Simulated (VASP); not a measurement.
# MgW (Cmmm) in VASP: notebook

Runs on MgW. Level: PBEsol. Tasks: single point.

Program: VASP 6.6.1. These are calculated values, not measurements. Logs are shortened: lines on timing, memory, paths and dates and some standing lists are left out, and cuts for length are marked.

### Step 1. The cell of the first run

The structure is orthorhombic, space group Cmmm (No. 65). The conventional cell has a = 3.302 Å, b = 4.198 Å, c = 4.722 Å, α = 90.00°, β = 90.00°, γ = 90.00°. Within 3.5 Å of Mg (site symmetry mmm) lie 6 Mg at 2.67 to 3.30 Å and 8 W at 2.88 to 3.16 Å. W (site symmetry mmm) has 6 W at 2.67 to 3.30 Å and 8 Mg at 2.88 to 3.16 Å within 3.5 Å.

### Step 2. Single point, PBEsol (biaxial strain in the a-b plane: -1.0 %, then relaxed in part)

INCAR reads:

```
SYSTEM = MgW
PREC     = Accurate       ! precision mode
ENCUT    = 520            ! plane-wave cutoff, eV
EDIFF    = 1E-6           ! SCF threshold, eV
ISMEAR   = 0              ! smearing method
SIGMA    = 0.1            ! smearing width, eV
LREAL    = .FALSE.        ! projectors in reciprocal space
LASPH    = .TRUE.         ! aspherical terms in the spheres
NELM     = 100            ! most SCF steps
ALGO     = Fast           ! electronic algorithm
ISIF     = 2              ! what is computed and relaxed
LWAVE    = .FALSE.        ! write WAVECAR
LCHARG   = .FALSE.        ! write CHGCAR
GGA      = PS             ! functional
NBANDS   = 24             ! bands
```

KPOINTS reads:

```
regular mesh
0
G
  16 12 12
  0 0 0
```

POSCAR reads:

```
MgW
1.0
    3.3017207742      0.0000000000      0.0000000000
    0.0000000000      4.1983577590      0.0000000000
    0.0000000000      0.0000000000      4.7218816931
Mg W
2 2
Direct
    0.5000000000      0.0000000000      0.5000000000
    0.0000000000      0.5000000000      0.5000000000
    0.5000000000      0.5000000000      0.0000000000
    0.0000000000      0.0000000000      0.0000000000
```

Potentials or basis: VASP PAW PBE potentials, release 64 (Mg, W_sv).

Command:

```console
> cat potpaw_PBE.64/Mg/POTCAR potpaw_PBE.64/W_sv/POTCAR > POTCAR
> mpirun -np 1 vasp_std > vasp.out
```

OUTCAR:

```text
SYSTEM = MgW
   PREC = Accurate
   ENCUT = 520
   EDIFF = 1E-6
   ISMEAR = 0
   LREAL = .FALSE.
   LASPH = .TRUE.
   NELM = 100
   ISIF = 2
   GGA = PS

 ion  position               nearest neighbor table
   1  0.500  0.000  0.500-   2 2.67   2 2.67   2 2.67   2 2.67   4 2.88   4 2.88   4 2.88   4 2.88
                             3 3.16   3 3.16   3 3.16   3 3.16
   2  0.000  0.500  0.500-   1 2.67   1 2.67   1 2.67   1 2.67   3 2.88   3 2.88   3 2.88   3 2.88
                             4 3.16   4 3.16   4 3.16   4 3.16
   3  0.500  0.500  0.000-   4 2.67   4 2.67   4 2.67   4 2.67   2 2.88   2 2.88   2 2.88   2 2.88
                             1 3.16   1 3.16   1 3.16   1 3.16
   4  0.000  0.000  0.000-   3 2.67   3 2.67   3 2.67   3 2.67   1 2.88   1 2.88   1 2.88   1 2.88
                             2 3.16   2 3.16   2 3.16   2 3.16

  LATTYP: Found a simple orthorhombic cell.
 ALAT       =     3.3017207742
 B/A-ratio  =     1.2715665697
 C/A-ratio  =     1.4301275050

  Lattice vectors:

 A1 = (   3.3017207742,   0.0000000000,   0.0000000000)
 A2 = (   0.0000000000,   4.1983577590,   0.0000000000)
 A3 = (   0.0000000000,   0.0000000000,   4.7218816931)

Analysis of symmetry for initial positions (statically):
=====================================================================
 Subroutine PRICEL returns following result:

  LATTYP: Found a base centered orthorhombic cell.
 ALAT       =     3.3017207742
 B/A-ratio  =     1.2715665697
 C/A-ratio  =     1.4301275050

  Lattice vectors:

 A1 = (   1.6508603871,  -2.0991788795,   0.0000000000)
 A2 = (   1.6508603871,   2.0991788795,   0.0000000000)
 A3 = (   0.0000000000,   0.0000000000,   4.7218816931)

   2 primitive cells build up your supercell.

 Routine SETGRP: Setting up the symmetry group for a
 simple orthorhombic supercell.

 Subroutine GETGRP returns: Found  8 space group operations
 (whereof  8 operations were pure point group operations)
 out of a pool of  8 trial point group operations.

The static configuration has the point symmetry D_2h.

Analysis of symmetry for dynamics (positions and initial velocities):
=====================================================================
 Subroutine PRICEL returns following result:

  LATTYP: Found a base centered orthorhombic cell.
 ALAT       =     3.3017207742
 B/A-ratio  =     1.2715665697
 C/A-ratio  =     1.4301275050

  Lattice vectors:

 A1 = (   1.6508603871,  -2.0991788795,   0.0000000000)
 A2 = (   1.6508603871,   2.0991788795,   0.0000000000)
 A3 = (   0.0000000000,   0.0000000000,   4.7218816931)

   2 primitive cells build up your supercell.

 Routine SETGRP: Setting up the symmetry group for a
 simple orthorhombic supercell.

 Subroutine GETGRP returns: Found  8 space group operations
 (whereof  8 operations were pure point group operations)
 out of a pool of  8 trial point group operations.

The dynamic configuration has the point symmetry D_2h.

 Subroutine INISYM returns: Found  8 space group operations
 (whereof  8 operations are pure point group operations),
 and found     2 'primitive' translations

----------------------------------------------------------------------------------------

                                     Primitive cell

  volume of cell :      32.7269

  direct lattice vectors                    reciprocal lattice vectors
     1.650860387 -2.099178879  0.000000000     0.302872371 -0.238188372  0.000000000
     1.650860387  2.099178880  0.000000000     0.302872371  0.238188372  0.000000000
     0.000000000  0.000000000  4.721881693     0.000000000  0.000000000  0.211779978

  length of vectors
     2.670560238  2.670560238  4.721881693     0.385312047  0.385312047  0.211779978

  position of ions in fractional coordinates (direct lattice)
     0.500000000  0.500000000  0.500000000
     0.000000000  1.000000000  0.000000000

  ion indices of the primitive-cell ions
   primitive index   ion index
                 1           1
                 2           3

----------------------------------------------------------------------------------------

 KPOINTS: regular mesh

Automatic generation of k-mesh.
 Grid dimensions read from file:
 generate k-points for:   16   12   12

 Generating k-lattice:

  Cartesian coordinates                     Fractional coordinates (reciprocal lattice)
     0.018929523  0.000000000  0.000000000     0.062500000  0.000000000  0.000000000
     0.000000000  0.019849031  0.000000000     0.000000000  0.083333333  0.000000000
     0.000000000  0.000000000  0.017648331     0.000000000  0.000000000  0.083333333

  Length of vectors
     0.018929523  0.019849031  0.017648331

  Shift w.r.t. Gamma in fractional coordinates (k-lattice)
     0.000000000  0.000000000  0.000000000

 Subroutine IBZKPT returns following result:
 ===========================================

 Found    441 irreducible k-points:

 Following reciprocal coordinates:
            Coordinates               Weight
  0.000000  0.000000  0.000000      1.000000
  0.062500  0.000000  0.000000      2.000000
  0.125000  0.000000  0.000000      2.000000
  0.187500  0.000000  0.000000      2.000000
  0.250000  0.000000  0.000000      2.000000
  0.312500  0.000000  0.000000      2.000000
[... 16 lines left out ...]
  0.250000  0.166667  0.000000      4.000000
  0.312500  0.166667  0.000000      4.000000
 [... further k-points ...]
   k-points           NKPTS =    441   k-points in BZ     NKDIM =    441   number of bands    NBANDS=     24
   number of dos      NEDOS =    301   number of ions     NIONS =      4
   total plane-waves  NPLWV =  32256
   dimension x,y,z NGX =    28 NGY =   32 NGZ =   36
   dimension x,y,z NGXF=    56 NGYF=   64 NGZF=   72
   ions per type =               2   2
   NGX,Y,Z   is equivalent  to a cutoff of  14.10, 12.67, 12.67 a.u.
   NGXF,Y,Z  is equivalent  to a cutoff of  28.20, 25.34, 25.35 a.u.
 SYSTEM =  MgW
   PREC   = accura    normal or accurate (medium, high low for compatibility)
   ISTART =      0    job   : 0-new  1-cont  2-samecut
   ICHARG =      2    charge: 1-file 2-atom 10-const
   ISPIN  =      1    spin polarized calculation?
   LNONCOLLINEAR =      F non collinear calculations
   LSORBIT =      F    spin-orbit coupling
   LASPH  =      T    aspherical Exc in radial PAW
   ENCUT  =  520.0 eV  38.22 Ry    6.18 a.u.   6.14  7.81  8.78*2*pi/ulx,y,z
   NELM   =    100;   NELMIN=  2; NELMDL= -5     # of ELM steps
   EDIFF  = 0.1E-05   stopping-criterion for ELM
   LREAL  =      F    real-space projection
[... 7 lines left out ...]
   TEBEG  =    0.0;   TEEND  =   0.0 temperature during run
   PSTRESS=    0.0 pullay stress
   NELECT =      32.0000    total number of electrons
   NUPDOWN=      -1.0000    fix difference up-down
   EMIN   =  10.00;   EMAX   =-10.00  energy-range for DOS
   EFERMI =   0.00;   METHOD = LEGACY
   ISMEAR =     0;   SIGMA  =   0.10  broadening in eV -4-tet -1-fermi 0-gaus
   EFERMI_NEDOS =   21; number of points for ismear=-14 and -15
   IALGO  =     68    algorithm
   IMIX   =      4    mixing-type and parameters
     AMIX     =   0.40;   BMIX     =  1.00
     AMIX_MAG =   1.60;   BMIX_MAG =  1.00
  volume/ion in A,a.u.               =      16.36       110.43
  Fermi-wavevector in a.u.,A,eV,Ry     =   1.289674  2.437130 22.630004  1.663258
  Thomas-Fermi vector in A             =   2.421552
   LORBIT       =      0    0 simple, 1 ext, 2 COOP (PROOUT), +10 PAW based schemes
   GGA     = PS    functional components
   LHFCALC =     F    Hartree Fock is set to
   AEXX    =    0.0000 exact exchange contribution
   IVDW    =     0    specifies the selected vdW correction
   LEPSILON=     F    determine dielectric tensor
   LRPA    =     F    only Hartree local field effects (RPA)
 non-spin polarized calculation
 RMM-DIIS sequential band-by-band and
 Gauss-broadening in eV      SIGMA  =   0.10
  energy-cutoff  :      520.00
  volume of cell :       65.45
 maximum number of plane-waves:      1796
 NGX is ok and might be reduce to    28
   NGX = 13   NGY = 15   NGZ = 17

 number of electron      32.0000003 magnetization

 Free energy of the ion-electron system (eV)
  ---------------------------------------------------
  ext. energy  EPLUGINS =         0.00000000
  ---------------------------------------------------
  free energy    TOTEN  =       -29.10474249 eV

  energy without entropy =      -29.09504375  energy(sigma->0) =      -29.09989312

 E-fermi :   7.0878     XC(G=0): -11.6542

 val. band max:        7.0874786123   @ k =   0.3750   0.1667   0.4167
 cond. band min:       7.0894191957   @ k =   0.4375   0.4167   0.3333
 fundamental gap:      0.0019405834
 Fermi energy:         7.0878056476

 k-point     1 :       0.0000    0.0000    0.0000
  band No.  band energies     occupation
      1     -66.5270      2.00000
      2     -66.3667      2.00000
      3     -31.2781      2.00000
      4     -30.8987      2.00000
      5     -30.8450      2.00000
      6     -30.5946      2.00000
[... 16 lines left out ...]
     23      14.0276      0.00000
     24      14.2637      0.00000

 k-point     2 :       0.0625    0.0000    0.0000
  band No.  band energies     occupation
      1     -66.5253      2.00000
      2     -66.3681      2.00000
      3     -31.2666      2.00000
      4     -30.8979      2.00000
      5     -30.8422      2.00000
      6     -30.5965      2.00000
[... 16 lines left out ...]
     23      13.6701      0.00000
     24      14.1733      0.00000

 k-point     3 :       0.1250    0.0000    0.0000
  band No.  band energies     occupation
      1     -66.5202      2.00000
      2     -66.3721      2.00000
      3     -31.2325      2.00000
      4     -30.8947      2.00000
      5     -30.8338      2.00000
      6     -30.6023      2.00000
[... 16 lines left out ...]
     23      12.8087      0.00000
     24      14.5723      0.00000
[... 514 lines left out ...]
 k-point    23 :       0.2500    0.1667    0.0000
  band No.  band energies     occupation
      1     -66.4937      2.00000
      2     -66.3955      2.00000
      3     -31.1683      2.00000
      4     -30.7905      2.00000
      5     -30.7166      2.00000
      6     -30.6370      2.00000
[... 16 lines left out ...]
     23      12.5229      0.00000
     24      14.3655      0.00000

 k-point    24 :       0.3125    0.1667    0.0000
  band No.  band energies     occupation
      1     -66.4824      2.00000
      2     -66.4052      2.00000
      3     -31.1417      2.00000
      4     -30.7717      2.00000
      5     -30.6922      2.00000
      6     -30.6510      2.00000
[... 16 lines left out ...]
     23      12.3851      0.00000
     24      13.5808      0.00000

 [... further k-points ...]

------------------------ aborting loop because EDIFF is reached ----------------------------------------

  FORCE on cell =-STRESS in cart. coord.  units (eV):
  Direction    XX          YY          ZZ          XY          YZ          ZX
  --------------------------------------------------------------------------------------
  -------------------------------------------------------------------------------------
  Total        1.7444209      2.2032939      0.0225296      0.0000000      0.0000000      0.0000000
  in kB       42.6999118     53.9321996      0.5514795      0.0000000      0.0000000      0.0000000
  external PRESSURE =      32.3945303 kB  Pullay stress =       0.0000000 kB

 VOLUME and BASIS-vectors are now :
 -----------------------------------------------------------------------------
  energy-cutoff  :      520.00
  volume of cell :       65.45
      direct lattice vectors                 reciprocal lattice vectors
     3.301720774  0.000000000  0.000000000     0.302872371  0.000000000  0.000000000
     0.000000000  4.198357759  0.000000000     0.000000000  0.238188372  0.000000000
     0.000000000  0.000000000  4.721881693     0.000000000  0.000000000  0.211779978

 POSITION                                       TOTAL-FORCE (eV/Angst)
 -----------------------------------------------------------------------------------
      1.65086      0.00000      2.36094         0.000000     -0.000000     -0.000000
      0.00000      2.09918      2.36094        -0.000000     -0.000000     -0.000000
      1.65086      2.09918      0.00000        -0.000000      0.000000      0.000000
      0.00000      0.00000      0.00000        -0.000000     -0.000000     -0.000000
 -----------------------------------------------------------------------------------
    total drift:                                0.000000      0.000000     -0.000000

  FREE ENERGIE OF THE ION-ELECTRON SYSTEM (eV)
  ---------------------------------------------------
  free  energy   TOTEN  =       -29.1047424863 eV

  energy  without entropy=      -29.0950437469  energy(sigma->0) =      -29.09989312
```

It took 15 min on 1 thread of Intel Xeon 8259CL, shared host; peak memory 0.67 GiB.

Results:

```
Free energy            : -29.1047 eV
Pressure               : 3.2 GPa
Band gap on the k mesh : zero (bands 16 and 17 overlap by 1.66 eV)
```

Caveat: the cell differs from its parent crystal (biaxial strain in the a-b plane: -1.0 %, then relaxed in part); the stress differs along the axes, from 0 to 5 GPa; the PAW data sets were made with another functional, which shifts forces and pressure a little; spin-orbit coupling is left out, which moves the levels of the heavy elements.

### Step 3. Single point, PBEsol (biaxial strain in the a-b plane: -1.0 %)

INCAR reads:

```
PREC = Accurate
ENCUT = 520
EDIFF = 1E-7
ISMEAR = 0
SIGMA = 0.1
LREAL = F
LASPH = T
NELM = 100
ALGO = Fast
ISIF = 2
LWAVE = F
LCHARG = F
GGA = PS
NBANDS = 24
```

KPOINTS reads:

```
Automatic mesh
0
Gamma
  16 12 12
```

POSCAR, as its differences from that of step 2:

```diff
@@ -4,3 +4,3 @@
     0.0000000000      4.1983577590      0.0000000000
-    0.0000000000      0.0000000000      4.7218816931
+    0.0000000000      0.0000000000      4.7315587841
 Mg W
```

Potentials or basis: VASP PAW PBE potentials, release 64 (Mg, W_sv).

Command:

```console
> cat potpaw_PBE.64/Mg/POTCAR potpaw_PBE.64/W_sv/POTCAR > POTCAR
> mpirun -np 1 vasp_std > vasp.out
```

Run time: 18 min. Hardware: 1 thread of Intel Xeon 8259CL, shared host; peak memory 0.67 GiB.

Results (log left out):

* Free energy: -29.1046 eV
* Pressure: 3.0 GPa
* Band gap on the k mesh: zero (bands 16 and 17 overlap by 1.66 eV)

Stress tensor (GPa, compression positive):
```
 4.09  0.00  0.00
 0.00  5.35  0.00
 0.00  0.00 -0.50
```

Levels at points of the mesh, in eV from the Fermi level:
```csv
k point,band 12,band 13,band 14,band 15,band 16,band 17,band 18,band 19,band 20,band 21
"(0.00, 0.00, 0.00)",-2.72,-2.52,-0.82,-0.66,-0.48,0.65,2.47,3.35,3.64,4.73
"(0.50, 0.00, 0.00)",-2.13,-1.41,-1.41,-1.02,-1.02,-0.09,-0.09,3.20,3.20,5.16
"(0.00, 0.50, 0.00)",-2.22,-1.98,-1.98,0.16,0.16,0.50,0.50,0.78,0.78,5.33
"(0.50, 0.50, 0.00)",-3.31,-2.38,-2.38,-1.35,-1.35,2.89,2.89,3.10,3.10,4.33
"(0.00, 0.00, 0.50)",-3.17,-2.70,-1.96,-0.72,1.08,2.44,2.70,3.27,3.46,3.71
"(0.50, 0.00, 0.50)",-2.92,-0.86,-0.86,-0.62,-0.62,-0.24,-0.24,1.00,1.00,3.38
"(0.00, 0.50, 0.50)",-4.23,-0.79,-0.79,0.25,0.25,0.56,0.56,0.59,0.59,1.46
"(0.50, 0.50, 0.50)",-3.89,-1.05,-1.05,-0.42,-0.42,0.48,0.48,2.90,2.90,2.98
```

Caveat: the cell differs from its parent crystal (biaxial strain in the a-b plane: -1.0 %); the stress differs along the axes, from -1 to 5 GPa; the PAW data sets were made with another functional, which shifts forces and pressure a little; spin-orbit coupling is left out, which moves the levels of the heavy elements.
